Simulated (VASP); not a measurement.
Ca:

```xyz
2
Lattice="0.0000 3.2635 6.7638 1.9971 0.0000 6.7638 1.9971 3.2635 0.0000" Properties=species:S:1:pos:R:3 pbc="T T T"
Ca    1.9971    3.2635    1.8137
Ca    1.9971    3.2635   11.7139
```

```yaml
Program: VASP 6.6.1
Task: relaxation of cell and atoms
Functional: PBE
Potentials_or_basis: VASP PAW PBE potentials, release 64 (Ca_sv)
Cutoff: 600 eV
k_mesh: 6 × 6 × 6
Occupations: gaussian, width 0.1 eV
Spin: no spin polarisation
```

At the start: pressure -0.4 GPa; volume 44.08 Å³/atom.

Task: How do energy, volume and symmetry change on relaxing?

Result: Over 5 steps the energy falls by 6.0 meV/atom and the volume is 42.89 Å³/atom (-2.7 %); space group Fmmm (No. 69, to 0.1 Å) before and after.

Step by step:
| step | energy change (eV) | largest force (eV/Å) | pressure (GPa) | volume (Å³) |
| --- | --- | --- | --- | --- |
| 1 | 0.0000 | 0.0941 | -0.36 | 88.17 |
| 2 | -0.0086 | 0.0876 | -0.14 | 86.91 |
| 3 | -0.0102 | 0.0823 | 0.00 | 86.10 |
| 4 | -0.0111 | 0.0635 | 0.00 | 86.02 |
| 5 | -0.0121 | 0.0072 | -0.01 | 85.79 |

Final structure:
```
Ca
1.0
     0.00000    3.17228    6.79755
     1.98914    0.00000    6.79755
     1.98914    3.17228    0.00000
Ca
2
Cartesian
  1.9891 3.1723 1.7970
  1.9891 3.1723 11.7981
```
